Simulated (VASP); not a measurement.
# SnGe5 (Pmmm) in VASP: single point with PBE

Aim: the single point of SnGe5 with PBE.

Everything below comes from runs of VASP 6.6.1. Logs are shortened: lines on timing, memory, paths and dates and some standing lists are left out, and cuts for length are marked.

**1. The cell of the first run**

It takes space group Pmmm (No. 47, orthorhombic). Conventional cell: a = 3.313 Å, b = 3.705 Å, c = 10.174 Å, α = 90.00°, β = 90.00°, γ = 90.00°. Sn (site symmetry mmm) has 10 Ge at 3.20 to 3.44 Å and 4 Sn at 3.31 to 3.71 Å within 4.2 Å. Ge (site symmetry mm2) has 13 Ge at 2.87 to 3.71 Å and 1 Sn at 3.44 Å within 3.8 Å. Ge (site symmetry mm2) has 9 Ge at 2.87 to 3.71 Å and 4 Sn at 3.20 Å within 3.8 Å. Within 3.9 Å of Ge (site symmetry mmm) lie 14 Ge at 2.98 to 3.71 Å.

**2. Single point, PBE**

File INCAR:

```
PREC = Accurate
ENCUT = 520
EDIFF = 1E-6
ISMEAR = 0
SIGMA = 0.1
LREAL = F
LASPH = T
NELM = 80
ALGO = Normal
ISIF = 2
LWAVE = F
LCHARG = F
GGA = PE
NBANDS = 51
```

File KPOINTS:

```
Automatic mesh
0
Gamma
  12 10 4
```

File POSCAR:

```
SnGe5
1.0
    3.3126582904      0.0000000000      0.0000000000
    0.0000000000      3.7054238351      0.0000000000
    0.0000000000      0.0000000000     10.1742481736
Sn Ge
1 5
Direct
    0.0000000000      0.0000000000      0.5000000000
    0.0000000000      0.0000000000      0.1618558228
    0.5000000000      0.5000000000      0.3020105402
    0.5000000000      0.5000000000      0.6979894598
    0.0000000000      0.0000000000      0.8381441772
    0.5000000000      0.5000000000      0.0000000000
```

Potentials or basis: VASP PAW PBE potentials, release 64 (Sn_d, Ge_d).

On the command line:

```bash
cat potpaw_PBE.64/Sn_d/POTCAR potpaw_PBE.64/Ge_d/POTCAR > POTCAR
mpirun -np 1 vasp_std > vasp.out
```

OUTCAR:

```text
PREC = Accurate
   ENCUT = 520
   EDIFF = 1E-6
   ISMEAR = 0
   LREAL = F
   LASPH = T
   NELM = 80
   ISIF = 2
   GGA = PE

 ion  position               nearest neighbor table
   1  0.000  0.000  0.500-   3 3.20   4 3.20   3 3.20   4 3.20   3 3.20   4 3.20   3 3.20   4 3.20

   2  0.000  0.000  0.162-   3 2.87   3 2.87   3 2.87   3 2.87
   3  0.500  0.500  0.302-   2 2.87   2 2.87   2 2.87   2 2.87   1 3.20   1 3.20   1 3.20   1 3.20

   4  0.500  0.500  0.698-   5 2.87   5 2.87   5 2.87   5 2.87   1 3.20   1 3.20   1 3.20   1 3.20

   5  0.000  0.000  0.838-   4 2.87   4 2.87   4 2.87   4 2.87
   6  0.500  0.500  0.000-

  LATTYP: Found a simple orthorhombic cell.
 ALAT       =     3.3126582904
 B/A-ratio  =     1.1185650648
 C/A-ratio  =     3.0713243811

  Lattice vectors:

 A1 = (   3.3126582904,   0.0000000000,   0.0000000000)
 A2 = (   0.0000000000,   3.7054238351,   0.0000000000)
 A3 = (   0.0000000000,   0.0000000000,  10.1742481736)

Analysis of symmetry for initial positions (statically):
=====================================================================
 Subroutine PRICEL returns:
 Original cell was already a primitive cell.

 Routine SETGRP: Setting up the symmetry group for a
 simple orthorhombic supercell.

 Subroutine GETGRP returns: Found  8 space group operations
 (whereof  8 operations were pure point group operations)
 out of a pool of  8 trial point group operations.

The static configuration has the point symmetry D_2h.

Analysis of symmetry for dynamics (positions and initial velocities):
=====================================================================
 Subroutine PRICEL returns:
 Original cell was already a primitive cell.

 Routine SETGRP: Setting up the symmetry group for a
 simple orthorhombic supercell.

 Subroutine GETGRP returns: Found  8 space group operations
 (whereof  8 operations were pure point group operations)
 out of a pool of  8 trial point group operations.

The dynamic configuration has the point symmetry D_2h.

 Subroutine INISYM returns: Found  8 space group operations
 (whereof  8 operations are pure point group operations),
 and found     1 'primitive' translations

----------------------------------------------------------------------------------------

                                     Primitive cell

  volume of cell :     124.8869

  direct lattice vectors                    reciprocal lattice vectors
[... 97 lines left out ...]
   EDIFFG = 0.1E-04   stopping-criterion for IOM
   NSW    =      0    number of steps for IOM
   IBRION =     -1    ionic relax: 0-MD 1-quasi-New 2-CG
   NFREE  =      0    steps in history (QN), initial steepest desc. (CG)
   ISIF   =      2    stress and relaxation
   ISYM   =      2    0-nonsym 1-usesym 2-fastsym
   POTIM  = 0.5000    time-step for ionic-motion
   TEBEG  =    0.0;   TEEND  =   0.0 temperature during run
   PSTRESS=    0.0 pullay stress
   NELECT =      84.0000    total number of electrons
   NUPDOWN=      -1.0000    fix difference up-down
   EMIN   =  10.00;   EMAX   =-10.00  energy-range for DOS
   EFERMI =   0.00;   METHOD = LEGACY
   ISMEAR =     0;   SIGMA  =   0.10  broadening in eV -4-tet -1-fermi 0-gaus
   EFERMI_NEDOS =   21; number of points for ismear=-14 and -15
   IALGO  =     38    algorithm
   IMIX   =      4    mixing-type and parameters
     AMIX     =   0.40;   BMIX     =  1.00
     AMIX_MAG =   1.60;   BMIX_MAG =  1.00
  volume/ion in A,a.u.               =      20.81       140.46
  Fermi-wavevector in a.u.,A,eV,Ry     =   1.434374  2.710573 27.993005  2.057428
  Thomas-Fermi vector in A             =   2.553789
   LORBIT       =      0    0 simple, 1 ext, 2 COOP (PROOUT), +10 PAW based schemes
   GGA     = PE    functional components
   LHFCALC =     F    Hartree Fock is set to
   AEXX    =    0.0000 exact exchange contribution
   IVDW    =     0    specifies the selected vdW correction
   LEPSILON=     F    determine dielectric tensor
   LRPA    =     F    only Hartree local field effects (RPA)
 non-spin polarized calculation
 Gauss-broadening in eV      SIGMA  =   0.10
  energy-cutoff  :      520.00
  volume of cell :      124.89
 maximum number of plane-waves:      3400
 NGX is ok and might be reduce to    28
   NGX = 13   NGY = 13   NGZ = 37

 number of electron      83.9999966 magnetization

 Free energy of the ion-electron system (eV)
  ---------------------------------------------------
  ext. energy  EPLUGINS =         0.00000000
  ---------------------------------------------------
  free energy    TOTEN  =       -24.74728490 eV

  energy without entropy =      -24.73537425  energy(sigma->0) =      -24.74132957

 E-fermi :   6.7943     XC(G=0): -10.9537

 val. band max:        6.7878493481   @ k =   0.5000   0.3000   0.2500
 cond. band min:       6.8078481883   @ k =   0.5000   0.4000   0.2500
 fundamental gap:      0.0199988401
 Fermi energy:         6.7943161373

 k-point     1 :       0.0000    0.0000    0.0000
  band No.  band energies     occupation
      1     -18.0061      2.00000
      2     -17.9906      2.00000
      3     -17.9872      2.00000
      4     -17.9856      2.00000
      5     -17.9808      2.00000
      6     -17.9415      2.00000
[... 1285 lines left out ...]
     50      11.9931      0.00000
     51      12.3990      0.00000

 [... further k-points ...]

------------------------ aborting loop because EDIFF is reached ----------------------------------------

  FORCE on cell =-STRESS in cart. coord.  units (eV):
  Direction    XX          YY          ZZ          XY          YZ          ZX
  --------------------------------------------------------------------------------------
  -------------------------------------------------------------------------------------
  Total       -0.0083536      0.0069582      0.0037561      0.0000000      0.0000000      0.0000000
  in kB       -0.1071689      0.0892671      0.0481875      0.0000000      0.0000000      0.0000000
  external PRESSURE =       0.0100953 kB  Pullay stress =       0.0000000 kB

 VOLUME and BASIS-vectors are now :
 -----------------------------------------------------------------------------
  energy-cutoff  :      520.00
  volume of cell :      124.89
      direct lattice vectors                 reciprocal lattice vectors
     3.312658290  0.000000000  0.000000000     0.301872367  0.000000000  0.000000000
     0.000000000  3.705423835  0.000000000     0.000000000  0.269874661  0.000000000
     0.000000000  0.000000000 10.174248174     0.000000000  0.000000000  0.098287361

 POSITION                                       TOTAL-FORCE (eV/Angst)
 -----------------------------------------------------------------------------------
      0.00000      0.00000      5.08712         0.000000      0.000000     -0.000000
      0.00000      0.00000      1.64676         0.000000     -0.000000     -0.000455
      1.65633      1.85271      3.07273         0.000000      0.000000      0.004050
      1.65633      1.85271      7.10152         0.000000      0.000000     -0.004050
      0.00000      0.00000      8.52749         0.000000     -0.000000      0.000455
      1.65633      1.85271      0.00000         0.000000      0.000000     -0.000000
 -----------------------------------------------------------------------------------
    total drift:                                0.000000      0.000000     -0.000000

  FREE ENERGIE OF THE ION-ELECTRON SYSTEM (eV)
  ---------------------------------------------------
  free  energy   TOTEN  =       -24.7472849032 eV

  energy  without entropy=      -24.7353742455  energy(sigma->0) =      -24.74132957
```

It took 16 min on 1 thread of Intel Xeon 8259CL, shared host; peak memory 0.68 GiB.

What came out:

- Free energy: -24.7473 eV
- Pressure: 0.0 GPa
- Largest force: 0.004 eV/Å
- Band gap on the k mesh: zero (bands 42 and 43 overlap by 5.13 eV)

Forces in eV/Å, atoms in the order of the input:
```
Sn   0.000  0.000  0.000
Ge   0.000  0.000  0.000
Ge   0.000  0.000  0.004
Ge   0.000  0.000 -0.004
Ge   0.000  0.000  0.000
Ge   0.000  0.000  0.000
```

Levels at points of the mesh, in eV from the Fermi level:
```tsv
k point	band 40	band 41	band 42	band 43	band 44	band 45
(0.00, 0.00, 0.00)	0.26	0.31	0.43	0.54	1.43	2.72
(0.50, 0.00, 0.00)	-2.67	1.37	1.42	1.57	1.62	2.23
(0.00, 0.50, 0.00)	-3.11	2.77	2.94	3.00	3.03	3.12
(0.50, 0.50, 0.00)	-3.92	-3.07	-3.00	-1.03	-0.49	-0.09
(0.00, 0.00, 0.50)	-0.34	0.43	1.06	1.57	1.59	1.98
(0.50, 0.00, 0.50)	-0.26	-0.14	0.08	1.49	1.64	2.03
(0.00, 0.50, 0.50)	-0.42	-0.29	-0.08	3.01	3.19	3.53
(0.50, 0.50, 0.50)	-4.49	-1.88	-1.85	-1.81	-1.73	-1.22
```

Caveat: spin-orbit coupling is left out, which moves the levels of the heavy elements.
